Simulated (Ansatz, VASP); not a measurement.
**KI: VASP beside Ansatz**

```
CELL_PARAMETERS angstrom
0.00000 3.99456 3.99456
3.99456 0.00000 3.99456
3.99456 3.99456 0.00000
ATOMIC_POSITIONS crystal
K 0.00000 0.00000 0.00000
I 0.25000 0.25000 0.25000
```

Alike in both runs: functional PBE; k mesh 9 × 9 × 9; occupations fermi-dirac, width 0.03 eV; no spin polarisation.

Ansatz relaxed the structure, and its values are those at the end. VASP's run is a single point on that final structure, the one shown.

|  | VASP | Ansatz |
| --- | --- | --- |
| version | VASP 6.6.1 | Ansatz 0.2.0 |
| potentials or method | VASP PAW PBE potentials, release 64 (K_sv, I) | PAW with Ansatz's default frozen-core files, scalar-relativistic |
| plane-wave cutoff (eV) | 520 | 420 |
| valence electrons in the cell | 16 | 26 |

|  | VASP | Ansatz | Ansatz less VASP |
| --- | --- | --- | --- |
| pressure (GPa) | 0.0 | 0.0 | -0.01 |

The functional is the same, so the differences come from potentials, cutoffs and numerics. VASP's potentials hold 16 valence electrons a cell and Ansatz's 26, so a difference there can come from the potentials and not from the codes.

Neither program's run includes spin-orbit coupling.
